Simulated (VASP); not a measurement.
# BAs in VASP: a series of runs

The runs below take BAs through single point, with PBE.

All numbers are computed with VASP 6.6.1; they aren't measurements. Logs are shortened: lines on timing, memory, paths and dates and some standing lists are left out, and cuts for length are marked.

**1. The cell of the first run**

The cell holds a sheet with vacuum, 2 atoms: a = 3.380 Å, b = 3.380 Å, c = 14.000 Å, α = 90.00°, β = 90.00°, γ = 120.00°.

**2. Single point, PBE**

The input, INCAR:

```
SYSTEM = BAs
ALGO = Normal
DIPOL = 0.5 0.5 0.500
EDIFF = 1E-6
ENCUT = 420
GGA = PE
GGA_COMPAT = .False.
IDIPOL = 3
ISIF = 2
ISMEAR = 0
LASPH = .True.
LCHARG = .True.
LDIPOL = .True.
LELF = .True.
LREAL = .False.
LVACPOTAV = .True.
LVHAR = .True.
LWAVE = .False.
NBANDS = 11
NELM = 120
NELMDL = -8
PREC = Accurate
SIGMA = 0.03
```

The input, KPOINTS:

```
k-points
0
Gamma
  12 12 1
  0 0 0
```

The input, POSCAR:

```
BAs
1.0
    3.3800000000      0.0000000000      0.0000000000
   -1.6900000000      2.9271658648      0.0000000000
    0.0000000000      0.0000000000     14.0000000000
B As
1 1
Direct
    0.3333330000      0.6666670000      0.5000000000
    0.6666670000      0.3333330000      0.5000000000
```

Potentials or basis: VASP PAW PBE potentials, release 64 (B, As).

Launch:

```bash
> cat potpaw_PBE.64/B/POTCAR potpaw_PBE.64/As/POTCAR > POTCAR
> mpirun -np 1 vasp_std > vasp.out
```

OUTCAR:

```text
SYSTEM = BAs
   EDIFF = 1E-6
   ENCUT = 420
   GGA = PE
   ISIF = 2
   ISMEAR = 0
   LASPH = .True.
   LREAL = .False.
   NELM = 120
   NELMDL = -8
   PREC = Accurate

 ion  position               nearest neighbor table
   1  0.333  0.667  0.500-   2 1.95   2 1.95   2 1.95
   2  0.667  0.333  0.500-   1 1.95   1 1.95   1 1.95

  LATTYP: Found a hexagonal cell.
 ALAT       =     3.3800000000
 C/A-ratio  =     4.1420118343

  Lattice vectors:

 A1 = (   3.3800000000,   0.0000000000,   0.0000000000)
 A2 = (  -1.6900000000,   2.9271658648,   0.0000000000)
 A3 = (   0.0000000000,   0.0000000000,  14.0000000000)

Analysis of symmetry for initial positions (statically):
=====================================================================
 Subroutine PRICEL returns:
 Original cell was already a primitive cell.

 Routine SETGRP: Setting up the symmetry group for a
 hexagonal supercell.

 Subroutine GETGRP returns: Found 12 space group operations
 (whereof 12 operations were pure point group operations)
 out of a pool of 24 trial point group operations.

The static configuration has the point symmetry D_3h.

Analysis of symmetry for dynamics (positions and initial velocities):
=====================================================================
 Subroutine PRICEL returns:
 Original cell was already a primitive cell.

 Routine SETGRP: Setting up the symmetry group for a
 hexagonal supercell.

 Subroutine GETGRP returns: Found 12 space group operations
 (whereof 12 operations were pure point group operations)
 out of a pool of 24 trial point group operations.

The dynamic configuration has the point symmetry D_3h.

 Subroutine INISYM returns: Found 12 space group operations
 (whereof 12 operations are pure point group operations),
 and found     1 'primitive' translations

----------------------------------------------------------------------------------------

                                     Primitive cell

  volume of cell :     138.5135

  direct lattice vectors                    reciprocal lattice vectors
     3.380000000  0.000000000  0.000000000     0.295857988  0.170813689  0.000000000
    -1.690000000  2.927165865  0.000000000     0.000000000  0.341627378  0.000000000
     0.000000000  0.000000000 14.000000000     0.000000000  0.000000000  0.071428571

  length of vectors
     3.380000000  3.380000000 14.000000000     0.341627378  0.341627378  0.071428571

  position of ions in fractional coordinates (direct lattice)
     0.333333000  0.666667000  0.500000000
     0.666667000  0.333333000  0.500000000

  ion indices of the primitive-cell ions
   primitive index   ion index
                 1           1
                 2           2

----------------------------------------------------------------------------------------

 KPOINTS: k-points

Automatic generation of k-mesh.
 Grid dimensions read from file:
 generate k-points for:   12   12    1

 Generating k-lattice:

  Cartesian coordinates                     Fractional coordinates (reciprocal lattice)
     0.024654832  0.014234474  0.000000000     0.083333333  0.000000000  0.000000000
     0.000000000  0.028468948  0.000000000     0.000000000  0.083333333  0.000000000
     0.000000000  0.000000000  0.071428571     0.000000000  0.000000000  1.000000000

  Length of vectors
     0.028468948  0.028468948  0.071428571

  Shift w.r.t. Gamma in fractional coordinates (k-lattice)
     0.000000000  0.000000000  0.000000000

 Subroutine IBZKPT returns following result:
 ===========================================

 Found     19 irreducible k-points:

 Following reciprocal coordinates:
            Coordinates               Weight
  0.000000  0.000000  0.000000      1.000000
  0.083333  0.000000  0.000000      6.000000
  0.166667 -0.000000  0.000000      6.000000
  0.250000 -0.000000  0.000000      6.000000
  0.333333  0.000000  0.000000      6.000000
  0.416667  0.000000  0.000000      6.000000
[... 11 lines left out ...]
  0.333333  0.250000  0.000000     12.000000
  0.333333  0.333333  0.000000      2.000000
   k-points           NKPTS =     19   k-points in BZ     NKDIM =     19   number of bands    NBANDS=     11
   number of dos      NEDOS =    301   number of ions     NIONS =      2
   total plane-waves  NPLWV =  55296
   dimension x,y,z NGX =    24 NGY =   24 NGZ =   96
   dimension x,y,z NGXF=    48 NGYF=   48 NGZF=  192
   ions per type =               1   1
   NGX,Y,Z   is equivalent  to a cutoff of  11.80, 11.80, 11.40 a.u.
   NGXF,Y,Z  is equivalent  to a cutoff of  23.61, 23.61, 22.80 a.u.
 SYSTEM =  BAs
   PREC   = accura    normal or accurate (medium, high low for compatibility)
   ISTART =      0    job   : 0-new  1-cont  2-samecut
   ICHARG =      2    charge: 1-file 2-atom 10-const
   ISPIN  =      1    spin polarized calculation?
   LNONCOLLINEAR =      F non collinear calculations
   LSORBIT =      F    spin-orbit coupling
   LASPH  =      T    aspherical Exc in radial PAW
   ENCUT  =  420.0 eV  30.87 Ry    5.56 a.u.   5.65  5.65 23.39*2*pi/ulx,y,z
   NELM   =    120;   NELMIN=  2; NELMDL= -8     # of ELM steps
   EDIFF  = 0.1E-05   stopping-criterion for ELM
   LREAL  =      F    real-space projection
   EDIFFG = 0.1E-04   stopping-criterion for IOM
   NSW    =      0    number of steps for IOM
   IBRION =     -1    ionic relax: 0-MD 1-quasi-New 2-CG
   NFREE  =      0    steps in history (QN), initial steepest desc. (CG)
   ISIF   =      2    stress and relaxation
   ISYM   =      2    0-nonsym 1-usesym 2-fastsym
   POTIM  = 0.5000    time-step for ionic-motion
   TEBEG  =    0.0;   TEEND  =   0.0 temperature during run
   PSTRESS=    0.0 pullay stress
   NELECT =       8.0000    total number of electrons
   NUPDOWN=      -1.0000    fix difference up-down
   EMIN   =  10.00;   EMAX   =-10.00  energy-range for DOS
   EFERMI =   0.00;   METHOD = LEGACY
   ISMEAR =     0;   SIGMA  =   0.03  broadening in eV -4-tet -1-fermi 0-gaus
   EFERMI_NEDOS =   21; number of points for ismear=-14 and -15
   IALGO  =     38    algorithm
   IMIX   =      4    mixing-type and parameters
     AMIX     =   0.40;   BMIX     =  1.00
     AMIX_MAG =   1.60;   BMIX_MAG =  1.00
  volume/ion in A,a.u.               =      69.26       467.37
  Fermi-wavevector in a.u.,A,eV,Ry     =   0.632811  1.195840  5.448453  0.400450
  Thomas-Fermi vector in A             =   1.696254
   LORBIT       =      0    0 simple, 1 ext, 2 COOP (PROOUT), +10 PAW based schemes
   GGA     = PE    functional components
   LHFCALC =     F    Hartree Fock is set to
   AEXX    =    0.0000 exact exchange contribution
   IVDW    =     0    specifies the selected vdW correction
   LEPSILON=     F    determine dielectric tensor
   LRPA    =     F    only Hartree local field effects (RPA)
 non-spin polarized calculation
 Gauss-broadening in eV      SIGMA  =   0.03
  energy-cutoff  :      420.00
  volume of cell :      138.51
 maximum number of plane-waves:      2725
 NGX is ok and might be reduce to    24
   NGX = 11   NGY = 11   NGZ = 47

 dipolmoment           0.000000      0.000000     -0.000000 electrons x Angstroem

 number of electron       8.0000000 magnetization

 dipolmoment           0.000000      0.000000      0.000000 electrons x Angstroem

 Free energy of the ion-electron system (eV)
  ---------------------------------------------------
  ext. energy  EPLUGINS =         0.00000000
  ---------------------------------------------------
  free energy    TOTEN  =       -10.64199873 eV

  energy without entropy =      -10.64199873  energy(sigma->0) =      -10.64199873

 E-fermi :  -2.6599     XC(G=0):  -3.0658

 val. band max:       -2.7936696522   @ k =   0.3333   0.3333   0.0000
 cond. band min:      -2.0473237134   @ k =   0.3333   0.3333   0.0000
 fundamental gap:      0.7463459388
 Fermi energy:        -2.6599415440

 k-point     1 :       0.0000    0.0000    0.0000
  band No.  band energies     occupation
      1     -16.6290      2.00000
      2      -6.7330      2.00000
      3      -4.3205      2.00000
      4      -4.3204      2.00000
      5       0.7950      0.00000
      6       1.0432      0.00000
      7       2.0161      0.00000
      8       2.0307      0.00000
      9       2.0308      0.00000
     10       2.6093      0.00000
     11       4.5811      0.00000

 k-point     2 :       0.0833    0.0000    0.0000
  band No.  band energies     occupation
      1     -16.5326      2.00000
      2      -6.6239      2.00000
      3      -4.9552      2.00000
      4      -4.5314      2.00000
      5       0.9202      0.00000
      6       1.1831      0.00000
      7       2.1315      0.00000
      8       2.3028      0.00000
      9       2.4521      0.00000
     10       2.7382      0.00000
     11       4.2917      0.00000

 k-point     3 :       0.1667   -0.0000    0.0000
  band No.  band energies     occupation
      1     -16.2467      2.00000
      2      -6.3354      2.00000
      3      -6.2998      2.00000
      4      -5.0202      2.00000
      5       0.8708      0.00000
      6       1.3057      0.00000
      7       2.4593      0.00000
      8       3.0578      0.00000
      9       3.3318      0.00000
     10       3.5360      0.00000
     11       3.5665      0.00000
[... 197 lines left out ...]
 k-point    18 :       0.3333    0.2500    0.0000
  band No.  band energies     occupation
      1     -13.9008      2.00000
      2     -10.6410      2.00000
      3      -8.4255      2.00000
      4      -3.2860      2.00000
      5      -1.5763      0.00000
      6       3.1502      0.00000
      7       3.8965      0.00000
      8       4.9511      0.00000
      9       5.7426      0.00000
     10       6.6464      0.00000
     11       6.9973      0.00000

 k-point    19 :       0.3333    0.3333    0.0000
  band No.  band energies     occupation
      1     -13.7185      2.00000
      2     -10.7001      2.00000
      3      -8.7947      2.00000
      4      -2.7937      2.00000
      5      -2.0473      0.00000
      6       3.6040      0.00000
      7       3.8186      0.00000
      8       5.6672      0.00000
      9       6.3436      0.00000
     10       6.6954      0.00000
     11       7.1094      0.00000

------------------------ aborting loop because EDIFF is reached ----------------------------------------

  FORCE on cell =-STRESS in cart. coord.  units (eV):
  Direction    XX          YY          ZZ          XY          YZ          ZX
  --------------------------------------------------------------------------------------
  -------------------------------------------------------------------------------------
  Total        0.3191727      0.3191727     -0.0056938      0.0000000      0.0000000      0.0000000
  in kB        3.6918516      3.6918516     -0.0658594      0.0000000      0.0000000      0.0000000
  external PRESSURE =       2.4392813 kB  Pullay stress =       0.0000000 kB

 VOLUME and BASIS-vectors are now :
 -----------------------------------------------------------------------------
  energy-cutoff  :      420.00
  volume of cell :      138.51
      direct lattice vectors                 reciprocal lattice vectors
     3.380000000  0.000000000  0.000000000     0.295857988  0.170813689  0.000000000
    -1.690000000  2.927165865  0.000000000     0.000000000  0.341627378  0.000000000
     0.000000000  0.000000000 14.000000000     0.000000000  0.000000000  0.071428571

 POSITION                                       TOTAL-FORCE (eV/Angst)
 -----------------------------------------------------------------------------------
     -0.00000      1.95144      7.00000        -0.000000      0.000000      0.000000
      1.69000      0.97572      7.00000         0.000000      0.000000      0.000000
 -----------------------------------------------------------------------------------
    total drift:                               -0.000128      0.000074      0.000000

  FREE ENERGIE OF THE ION-ELECTRON SYSTEM (eV)
  ---------------------------------------------------
  free  energy   TOTEN  =       -10.6419987302 eV

  energy  without entropy=      -10.6419987302  energy(sigma->0) =      -10.64199873

 vacuum level on the upper side and lower side of the slab         2.102         2.102
```

Wall time 17 s (1 thread of Intel Xeon 6975P-C (Granite Rapids), shared host); peak memory 0.22 GiB.

Results:

| Item | Value |
| --- | --- |
| Free energy | -10.6420 eV |
| Band gap on the k mesh | 0.75 eV |

Levels at points of the mesh, in eV from the valence-band top:
| k point | band 2 | band 3 | band 4 | band 5 | band 6 | band 7 |
| --- | --- | --- | --- | --- | --- | --- |
| (0.00, 0.00, 0.00) | -3.94 | -1.53 | -1.53 | 3.59 | 3.84 | 4.81 |
| (0.50, 0.00, 0.00) | -8.23 | -3.59 | -1.05 | 1.44 | 2.50 | 7.47 |

**3. Single point, PBE**

This run uses another cell than the first one.

The input, INCAR:

```
SYSTEM = BAs
  PREC = Accurate
  ENCUT = 420
  EDIFF = 1E-6
  ISMEAR = 0
  SIGMA = 0.03
  LREAL = .FALSE.
  LASPH = .TRUE.
  NELM = 120
  ALGO = Normal
  ISIF = 2
  LWAVE = .FALSE.
  LCHARG = .FALSE.
  LDIPOL = .TRUE.
  IDIPOL = 3
  DIPOL = 0.5 0.5 0.294
  GGA = PE
  NBANDS = 11
  GGA_COMPAT = .FALSE.
  NELMDL = -8
```

The input, KPOINTS:

```
Automatic mesh
0
G
  12 12 1
  0 0 0
```

The input, POSCAR:

```
BAs
1.0
    3.3842337886      0.0000000000      0.0000000000
   -1.6921168943      2.9308324332      0.0000000000
    0.0000000000      0.0000000000     23.8000000000
B As
1 1
Direct
    0.3333333333      0.6666666667      0.2941176471
    0.6666666667      0.3333333333      0.2941176471
```

Potentials or basis: VASP PAW PBE potentials, release 64 (B, As).

Launch:

```bash
> cat potpaw_PBE.64/B/POTCAR potpaw_PBE.64/As/POTCAR > POTCAR
> mpirun -np 1 vasp_std > vasp.out
```

Wall time 28 s (1 thread of Intel Xeon 6975P-C (Granite Rapids), shared host); peak memory 0.28 GiB.

The run converged. Its results:

```
Free energy            : -10.6428 eV
Band gap on the k mesh : 0.75 eV
```

Levels at points of the mesh, in eV from the valence-band top:
```csv
k point,band 2,band 3,band 4,band 5,band 6,band 7
"(0.00, 0.00, 0.00)",-3.92,-1.53,-1.53,3.60,3.81,4.64
"(0.50, 0.00, 0.00)",-8.21,-3.59,-1.04,1.44,2.49,7.47
```
